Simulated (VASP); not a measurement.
# Ga3Sb (I4/mmm) in VASP: single point with PBEsol

Aim: the single point of Ga3Sb with PBEsol.

Everything below comes from runs of VASP 6.6.1. Logs are shortened: lines on timing, memory, paths and dates and some standing lists are left out, and cuts for length are marked.

### Step 1. The cell of the first run

It takes space group I4/mmm (No. 139, tetragonal). The conventional cell has a = 4.259 Å, b = 4.259 Å, c = 9.091 Å, α = 90.00°, β = 90.00°, γ = 90.00°. Ga (site symmetry -4m2) has 8 Ga at 3.01 to 3.11 Å and 4 Sb at 3.11 Å within 4.0 Å. Ga (site symmetry 4/mmm) has 4 Sb at 3.01 Å and 8 Ga at 3.11 Å within 4.0 Å. Within 4.0 Å of Sb (site symmetry 4/mmm) lie 12 Ga at 3.01 to 3.11 Å.

### Step 2. Single point, PBEsol

INCAR reads:

```
SYSTEM = Ga3Sb
PREC     = Accurate       ! precision mode
ENCUT    = 520            ! plane-wave cutoff, eV
EDIFF    = 1E-6           ! SCF threshold, eV
ISMEAR   = 0              ! smearing method
SIGMA    = 0.15           ! smearing width, eV
LREAL    = .False.        ! projectors in reciprocal space
LASPH    = .True.         ! aspherical terms in the spheres
NELM     = 100            ! most SCF steps
ALGO     = Fast           ! electronic algorithm
ISIF     = 2              ! what is computed and relaxed
LWAVE    = .False.        ! write WAVECAR
LCHARG   = .False.        ! write CHGCAR
GGA      = PS             ! functional
NBANDS   = 30             ! bands
```

KPOINTS reads:

```
Automatic mesh
0
Gamma
  16 16 16
  0 0 0
```

POSCAR reads:

```
Ga3Sb
1.0
   -2.1293141235      2.1293141235      4.5452891320
    2.1293141235     -2.1293141235      4.5452891320
    2.1293141235      2.1293141235     -4.5452891320
Ga Sb
3 1
Direct
    0.7500000000      0.2500000000      0.5000000000
    0.2500000000      0.7500000000      0.5000000000
    0.5000000000      0.5000000000      0.0000000000
    0.0000000000      0.0000000000      0.0000000000
```

Potentials or basis: VASP PAW PBE potentials, release 64 (Ga_d, Sb).

The run is started by

```console
$ cat potpaw_PBE.64/Ga_d/POTCAR potpaw_PBE.64/Sb/POTCAR > POTCAR
$ mpirun -np 1 vasp_std > vasp.out
```

OUTCAR:

```text
SYSTEM = Ga3Sb
   PREC = Accurate
   ENCUT = 520
   EDIFF = 1E-6
   ISMEAR = 0
   LREAL = .False.
   LASPH = .True.
   NELM = 100
   ISIF = 2
   GGA = PS

 ion  position               nearest neighbor table
   1  0.750  0.250  0.500-   4 3.11   4 3.11   4 3.11   4 3.11
   2  0.250  0.750  0.500-   4 3.11   4 3.11   4 3.11   4 3.11
   3  0.500  0.500  0.000-   4 3.01   4 3.01   4 3.01   4 3.01
   4  0.000  0.000  0.000-   3 3.01   3 3.01   3 3.01   3 3.01   2 3.11   1 3.11   2 3.11   2 3.11
                             1 3.11   1 3.11   2 3.11   1 3.11

  LATTYP: Found a body centered tetragonal cell.
 ALAT       =     4.2586282470
 C/A-ratio  =     2.1346259257

  Lattice vectors:

 A1 = (  -2.1293141235,   2.1293141235,   4.5452891320)
 A2 = (   2.1293141235,  -2.1293141235,   4.5452891320)
 A3 = (   2.1293141235,   2.1293141235,  -4.5452891320)

Analysis of symmetry for initial positions (statically):
=====================================================================
 Subroutine PRICEL returns:
 Original cell was already a primitive cell.

 Routine SETGRP: Setting up the symmetry group for a
 body centered tetragonal supercell.

 Subroutine GETGRP returns: Found 16 space group operations
 (whereof 16 operations were pure point group operations)
 out of a pool of 16 trial point group operations.

The static configuration has the point symmetry D_4h.

Analysis of symmetry for dynamics (positions and initial velocities):
=====================================================================
 Subroutine PRICEL returns:
 Original cell was already a primitive cell.

 Routine SETGRP: Setting up the symmetry group for a
 body centered tetragonal supercell.

 Subroutine GETGRP returns: Found 16 space group operations
 (whereof 16 operations were pure point group operations)
 out of a pool of 16 trial point group operations.

The dynamic configuration has the point symmetry D_4h.

 Subroutine INISYM returns: Found 16 space group operations
 (whereof 16 operations are pure point group operations),
 and found     1 'primitive' translations

----------------------------------------------------------------------------------------

                                     Primitive cell

  volume of cell :      82.4330

  direct lattice vectors                    reciprocal lattice vectors
    -2.129314123  2.129314123  4.545289132     0.000000000  0.234817397  0.110004003
     2.129314123 -2.129314123  4.545289132     0.234817397  0.000000000  0.110004003
     2.129314123  2.129314123 -4.545289132     0.234817397  0.234817397  0.000000000

  length of vectors
     5.452303235  5.452303235  5.452303235     0.259306943  0.259306943  0.332081948

  position of ions in fractional coordinates (direct lattice)
     0.750000000  0.250000000  0.500000000
     0.250000000  0.750000000  0.500000000
     0.500000000  0.500000000  0.000000000
     0.000000000  0.000000000  0.000000000

  ion indices of the primitive-cell ions
   primitive index   ion index
                 1           1
                 2           2
                 3           3
                 4           4

----------------------------------------------------------------------------------------

 KPOINTS: Automatic mesh

Automatic generation of k-mesh.
 Grid dimensions read from file:
 generate k-points for:   16   16   16

 Generating k-lattice:

  Cartesian coordinates                     Fractional coordinates (reciprocal lattice)
     0.000000000  0.014676087  0.006875250     0.062500000  0.000000000  0.000000000
     0.014676087  0.000000000  0.006875250     0.000000000  0.062500000  0.000000000
     0.014676087  0.014676087  0.000000000     0.000000000  0.000000000  0.062500000

  Length of vectors
     0.016206684  0.016206684  0.020755122

  Shift w.r.t. Gamma in fractional coordinates (k-lattice)
     0.000000000  0.000000000  0.000000000

 Subroutine IBZKPT returns following result:
 ===========================================

 Found    349 irreducible k-points:

 Following reciprocal coordinates:
            Coordinates               Weight
  0.000000  0.000000  0.000000      1.000000
  0.062500  0.000000  0.000000      8.000000
  0.125000  0.000000  0.000000      8.000000
  0.187500  0.000000  0.000000      8.000000
  0.250000  0.000000  0.000000      8.000000
  0.312500  0.000000 -0.000000      8.000000
[... 16 lines left out ...]
 -0.125000  0.062500  0.000000     16.000000
 -0.062500  0.062500  0.000000      4.000000
 [... further k-points ...]
   k-points           NKPTS =    349   k-points in BZ     NKDIM =    349   number of bands    NBANDS=     30
   number of dos      NEDOS =    301   number of ions     NIONS =      4
   total plane-waves  NPLWV =  74088
   dimension x,y,z NGX =    42 NGY =   42 NGZ =   42
   dimension x,y,z NGXF=    84 NGYF=   84 NGZF=   84
   ions per type =               3   1
   NGX,Y,Z   is equivalent  to a cutoff of  12.81, 12.81, 12.81 a.u.
   NGXF,Y,Z  is equivalent  to a cutoff of  25.61, 25.61, 25.61 a.u.
 SYSTEM =  Ga3Sb
   PREC   = accura    normal or accurate (medium, high low for compatibility)
   ISTART =      0    job   : 0-new  1-cont  2-samecut
   ICHARG =      2    charge: 1-file 2-atom 10-const
   ISPIN  =      1    spin polarized calculation?
   LNONCOLLINEAR =      F non collinear calculations
   LSORBIT =      F    spin-orbit coupling
   LASPH  =      T    aspherical Exc in radial PAW
   ENCUT  =  520.0 eV  38.22 Ry    6.18 a.u.  10.14 10.14 10.14*2*pi/ulx,y,z
   NELM   =    100;   NELMIN=  2; NELMDL= -5     # of ELM steps
   EDIFF  = 0.1E-05   stopping-criterion for ELM
   LREAL  =      F    real-space projection
   EDIFFG = 0.1E-04   stopping-criterion for IOM
   NSW    =      0    number of steps for IOM
   IBRION =     -1    ionic relax: 0-MD 1-quasi-New 2-CG
   NFREE  =      0    steps in history (QN), initial steepest desc. (CG)
   ISIF   =      2    stress and relaxation
   ISYM   =      2    0-nonsym 1-usesym 2-fastsym
   POTIM  = 0.5000    time-step for ionic-motion
   TEBEG  =    0.0;   TEEND  =   0.0 temperature during run
   PSTRESS=    0.0 pullay stress
   NELECT =      44.0000    total number of electrons
   NUPDOWN=      -1.0000    fix difference up-down
   EMIN   =  10.00;   EMAX   =-10.00  energy-range for DOS
   EFERMI =   0.00;   METHOD = LEGACY
   ISMEAR =     0;   SIGMA  =   0.15  broadening in eV -4-tet -1-fermi 0-gaus
   EFERMI_NEDOS =   21; number of points for ismear=-14 and -15
   IALGO  =     68    algorithm
   IMIX   =      4    mixing-type and parameters
     AMIX     =   0.40;   BMIX     =  1.00
     AMIX_MAG =   1.60;   BMIX_MAG =  1.00
  volume/ion in A,a.u.               =      20.61       139.07
  Fermi-wavevector in a.u.,A,eV,Ry     =   1.327982  2.509521 23.994353  1.763535
  Thomas-Fermi vector in A             =   2.457253
   LORBIT       =      0    0 simple, 1 ext, 2 COOP (PROOUT), +10 PAW based schemes
   GGA     = PS    functional components
   LHFCALC =     F    Hartree Fock is set to
   AEXX    =    0.0000 exact exchange contribution
   IVDW    =     0    specifies the selected vdW correction
   LEPSILON=     F    determine dielectric tensor
   LRPA    =     F    only Hartree local field effects (RPA)
 non-spin polarized calculation
 RMM-DIIS sequential band-by-band and
 Gauss-broadening in eV      SIGMA  =   0.15
  energy-cutoff  :      520.00
  volume of cell :       82.43
 maximum number of plane-waves:      2241
 NGX is ok and might be reduce to    42
   NGX = 21   NGY = 21   NGZ = 21

 number of electron      44.0000005 magnetization

 Free energy of the ion-electron system (eV)
  ---------------------------------------------------
  ext. energy  EPLUGINS =         0.00000000
  ---------------------------------------------------
  free energy    TOTEN  =       -14.30754498 eV

  energy without entropy =      -14.28492994  energy(sigma->0) =      -14.29623746

 E-fermi :   6.5086     XC(G=0): -10.9402

 val. band max:        6.5049409356   @ k =  -0.1250  -0.3750   0.1250
 cond. band min:       6.5087710707   @ k =   0.3750   0.1250   0.0625
 fundamental gap:      0.0038301351
 Fermi energy:         6.5085633534

 k-point     1 :       0.0000    0.0000    0.0000
  band No.  band energies     occupation
      1      -8.3984      2.00000
      2      -8.3528      2.00000
      3      -8.3325      2.00000
      4      -8.2875      2.00000
      5      -8.2875      2.00000
      6      -8.2821      2.00000
[... 22 lines left out ...]
     29      14.1697      0.00000
     30      14.4274      0.00000

 k-point     2 :       0.0625    0.0000    0.0000
  band No.  band energies     occupation
      1      -8.3957      2.00000
      2      -8.3519      2.00000
      3      -8.3303      2.00000
      4      -8.2941      2.00000
      5      -8.2937      2.00000
      6      -8.2760      2.00000
[... 22 lines left out ...]
     29      14.4963      0.00000
     30      14.7242      0.00000

 k-point     3 :       0.1250    0.0000    0.0000
  band No.  band energies     occupation
      1      -8.3878      2.00000
      2      -8.3497      2.00000
      3      -8.3240      2.00000
      4      -8.3030      2.00000
      5      -8.2995      2.00000
      6      -8.2691      2.00000
[... 22 lines left out ...]
     29      15.3066      0.00000
     30      15.4401      0.00000

 k-point     4 :       0.1875    0.0000    0.0000
  band No.  band energies     occupation
      1      -8.3750      2.00000
      2      -8.3468      2.00000
      3      -8.3143      2.00000
      4      -8.3114      2.00000
      5      -8.3006      2.00000
      6      -8.2634      2.00000
[... 616 lines left out ...]
     29      14.2858      0.00000
     30      15.5383      0.00000

 k-point    23 :      -0.1250    0.0625    0.0000
  band No.  band energies     occupation
      1      -8.3865      2.00000
      2      -8.3457      2.00000
      3      -8.3243      2.00000
      4      -8.2975      2.00000
      5      -8.2913      2.00000
      6      -8.2774      2.00000
[... 22 lines left out ...]
     29      14.7044      0.00000
     30      15.4885      0.00000

 k-point    24 :      -0.0625    0.0625    0.0000
  band No.  band energies     occupation
      1      -8.3935      2.00000
      2      -8.3496      2.00000
      3      -8.3294      2.00000
      4      -8.2910      2.00000
      5      -8.2859      2.00000
      6      -8.2818      2.00000
[... 22 lines left out ...]
     29      14.3389      0.00000
     30      15.3162      0.00000

 [... further k-points ...]
[... 5 lines left out ...]
  --------------------------------------------------------------------------------------
  -------------------------------------------------------------------------------------
  Total        0.1141065      0.1141065      0.0309500      0.0000000      0.0000000      0.0000000
  in kB        2.2177869      2.2177869      0.6015472      0.0000000      0.0000000      0.0000000
  external PRESSURE =       1.6790404 kB  Pullay stress =       0.0000000 kB

 VOLUME and BASIS-vectors are now :
 -----------------------------------------------------------------------------
  energy-cutoff  :      520.00
  volume of cell :       82.43
      direct lattice vectors                 reciprocal lattice vectors
    -2.129314123  2.129314123  4.545289132     0.000000000  0.234817397  0.110004003
     2.129314123 -2.129314123  4.545289132     0.234817397  0.000000000  0.110004003
     2.129314123  2.129314123 -4.545289132     0.234817397  0.234817397  0.000000000

 POSITION                                       TOTAL-FORCE (eV/Angst)
 -----------------------------------------------------------------------------------
      0.00000      2.12931      2.27264         0.000000      0.000000     -0.000000
      2.12931      0.00000      2.27264         0.000000     -0.000000      0.000000
      0.00000      0.00000      4.54529        -0.000000      0.000000      0.000000
      0.00000      0.00000      0.00000        -0.000000      0.000000      0.000000
 -----------------------------------------------------------------------------------
    total drift:                               -0.000000      0.000000      0.000000

  FREE ENERGIE OF THE ION-ELECTRON SYSTEM (eV)
  ---------------------------------------------------
  free  energy   TOTEN  =       -14.3075449845 eV

  energy  without entropy=      -14.2849299419  energy(sigma->0) =      -14.29623746
```

It took 11 min on 1 thread of Intel Xeon 6975P-C (Granite Rapids), shared host; peak memory 0.81 GiB.

Results:

```
Free energy            : -14.3075 eV
Pressure               : 0.2 GPa
Band gap on the k mesh : zero (band 22 reaches 8.95 eV, above the bottom of band 23 at 3.99 eV)
```

Levels at points of the mesh, in eV from the Fermi level:
| k point | band 19 | band 20 | band 21 | band 22 | band 23 | band 24 | band 25 | band 26 |
| --- | --- | --- | --- | --- | --- | --- | --- | --- |
| (0.00, 0.00, 0.00) | -2.82 | -1.92 | -1.92 | -1.84 | -0.43 | -0.43 | 0.78 | 0.98 |
| (0.50, 0.00, 0.00) | -5.14 | -1.12 | -0.50 | -0.32 | 0.25 | 1.84 | 3.10 | 3.36 |
| (0.50, 0.50, 0.00) | -5.22 | -5.06 | -4.43 | -0.23 | 0.28 | 0.35 | 1.10 | 7.20 |
| (0.50, 0.50, 0.50) | -3.27 | -3.27 | -2.51 | 2.44 | 2.99 | 2.99 | 3.99 | 4.79 |

Caveat: the PAW data sets were made with another functional, which shifts forces and pressure a little; spin-orbit coupling is left out, which moves the levels of the heavy elements.
